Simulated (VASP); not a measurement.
A run of VASP 6.6.1:

The input INCAR:

```
  PREC = Accurate
  ENCUT = 600
  EDIFF = 1E-7
  ISMEAR = 0
  SIGMA = 0.1
  LREAL = False
  LASPH = True
  NELM = 80
  ALGO = Normal
  ISIF = 3
  LWAVE = False
  LCHARG = False
  GGA = PS
  IBRION = 2
  NSW = 80
  EDIFFG = -0.01
```

File KPOINTS:

```
regular mesh
0
Gamma
  18 18 10
```

The input POSCAR:

```
Ir
1.0
    2.7311888089      0.0000000000      0.0000000000
   -1.3655944044      2.3652788910      0.0000000000
    0.0000000000      0.0000000000      4.3691682642
Ir
2
Direct
    0.3333333333      0.6666666667      0.2500000000
    0.6666666667      0.3333333333      0.7500000000
```

Potentials or basis: VASP PAW PBE potentials, release 64 (Ir).

Run with:

```console
$ cat potpaw_PBE.64/Ir/POTCAR > POTCAR
$ mpirun -np 1 vasp_std > vasp.out
```

Hardware: 1 thread of Intel(R) Xeon(R) Platinum 8488C (Sapphire Rapids), with other jobs on the host.

Q: How long does it take, and how much memory?

A: Run time: 3.6 min on 1 thread of Intel(R) Xeon(R) Platinum 8488C (Sapphire Rapids), with other jobs on the host, peak memory 0.25 GiB. Counts: scf iterations 42, k points 222, ion steps 5.
